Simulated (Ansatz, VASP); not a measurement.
## Two plane-wave programs on TiB2

```xyz
3
Lattice="3.0327 0.0000 0.0000 -1.5164 2.6264 0.0000 0.0000 0.0000 3.2242" Properties=species:S:1:pos:R:3 pbc="T T T"
Ti    0.0000    0.0000    0.0000
B     0.0000    1.7509    1.6121
B     1.5164    0.8755    1.6121
```

Alike in both runs: functional PBE; k mesh 13 × 13 × 10; occupations fermi-dirac, width 0.15 eV; no spin polarisation.

Ansatz relaxed the structure, and its values are those at the end. VASP's run is a single point on that final structure, the one shown.

|  | VASP | Ansatz |
| --- | --- | --- |
| version | VASP 6.6.1 | Ansatz 0.2.0 |
| potentials or method | VASP PAW PBE potentials, release 64 (Ti_sv, B) | plane waves, PAW |
| plane-wave cutoff (eV) | 520 | 420 |
| valence electrons in the cell | 18 | 18 |

|  | VASP | Ansatz | Ansatz less VASP |
| --- | --- | --- | --- |
| gap on the k mesh at the Fermi level (eV) | none | none | - |
| pressure (GPa) | 0.2 | 0.0 | -0.20 |

A gap of «none» marks a metal or a gap that the smearing closes.
